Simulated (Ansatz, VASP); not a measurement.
## Two plane-wave programs on AgCl

The input POSCAR:

```
AgCl
1.0
    0.0000000000      2.7454519760      2.8044405052
    2.7454519760      0.0000000000      2.8044405052
    2.7454519760      2.7454519760      0.0000000000
Ag Cl
1 1
Direct
    0.0000000000      0.0000000000      0.0000000000
    0.5000000000      0.5000000000      0.5000000000
```

The input INCAR.step1:

```
PREC = Accurate ; ENCUT = 520
ISMEAR = 0 ; SIGMA = 0.01
LREAL = False ; LASPH = True
NELM = 100 ; NBANDS = 16
GGA = PE ; ALGO = Normal
EDIFF = 1E-4 ; LWAVE = True
LCHARG = False
```

File INCAR.step2:

```
PREC = Accurate ; ENCUT = 520
EDIFF = 1E-6 ; ISMEAR = 0
SIGMA = 0.01 ; LREAL = False
LASPH = True ; NELM = 100
ALGO = Normal ; ISIF = 2
LWAVE = False ; LCHARG = False
METAGGA = R2SCAN ; LMIXTAU = True
NBANDS = 16 ; ISTART = 1
```

Contents of KPOINTS:

```
Automatic mesh
0
Gamma
  8 8 8
```

Input for Ansatz:

```yaml
crystal:
  lattice:
    - [0.0, 2.745451976, 2.8044405052]
    - [2.745451976, 0.0, 2.8044405052]
    - [2.745451976, 2.745451976, 0.0]
  atoms:
    - { symbol: Ag, position: [0.0, 0.0, 0.0] }
    - { symbol: Cl, position: [0.5, 0.5, 0.5] }
kpoints:
  mp_grid: { grid: [8, 8, 8] }
  band_path:
    path:
      - [0.0, 0.0, 0.0]
      - [0.5, 0.0, 0.5]
      - [0.625, 0.25, 0.625]
      - [0.375, 0.375, 0.75]
      - [0.5, 0.5, 0.5]
      - [0.5, 0.25, 0.75]
      - [0.0375, 0.0375, 0.075]
      - [0.0, 0.0, 0.5]
    npoints: 1
hamiltonian:
  xc: r2scan
scf:
  occupations: { method: fixed }
  n_extra_bands: 4
output:
  forces: true
  stress: true
  eigenvalues: true
```

Change from the starting cell: epitaxial_xy strain -1.0%.

Alike in both runs: task single point; functional r2SCAN; k mesh 8 × 8 × 8; no spin polarisation.

|  | VASP | Ansatz |
| --- | --- | --- |
| version | VASP 6.6.1 | Ansatz 0.2.0 |
| potentials or method | VASP PAW PBE potentials, release 64 (Ag, Cl) | plane waves, PAW |
| plane-wave cutoff (eV) | 520 | 500 |
| occupations | gaussian, width 0.01 eV | fixed |
| valence electrons in the cell | 18 | 26 |

Ansatz gave:

```
gap on the k mesh at the Fermi level (eV)                     : 1.41
pressure (GPa)                                                : 0.5
traceless stress, the component that is largest in VASP (GPa) : -0.45
```

Estimate VASP's values.

gap on the k mesh at the Fermi level (eV): 1.35; pressure (GPa): 0.4; traceless stress, the component that is largest in VASP (GPa): -0.44.

VASP's potentials were made for PBE, not for r2SCAN. VASP's potentials hold 18 valence electrons a cell and Ansatz's 26, so a difference there can come from the potentials and not from the codes.
